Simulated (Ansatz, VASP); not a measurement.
## Two plane-wave programs on BaTlN

```
Ba Tl N
1.0
     4.41360    0.00000    0.00000
    -2.20680    3.82229    0.00000
     0.00000    0.00000    4.62185
Ba Tl N
1 1 1
Cartesian
  0.0000 0.0000 0.0000
  2.2068 1.2741 2.3109
  0.0000 2.5482 2.3109
```

Change from the starting cell: species swapped into the SrSbPt type (P-6m2, No. 187).

Alike in both runs: functional PBE; k mesh 4 × 4 × 3; occupations gaussian, width 0.15 eV; no spin polarisation.

Ansatz relaxed the structure, and its values are those at the end. VASP's run is a single point on that final structure, the one shown.

|  | VASP | Ansatz |
| --- | --- | --- |
| version | VASP 6.6.1 | Ansatz 0.2.0 |
| potentials or method | VASP PAW PBE potentials, release 64 (Ba_sv, Tl_d, N), cutoff 600 eV | scalar-relativistic, plane waves, PAW |
| valence electrons in the cell | 28 | 28 |

|  | VASP | Ansatz | Ansatz less VASP |
| --- | --- | --- | --- |
| gap on the k mesh at the Fermi level (eV) | none | none | - |
| pressure (GPa) | 0.0 | -0.3 | -0.31 |

A gap of «none» marks a metal or a gap that the smearing closes. With one functional, cell and mesh, what is left measures potentials, basis and numerics.

The k mesh is coarse, so the values compare programs but aren't converged. Neither program's run includes spin-orbit coupling.
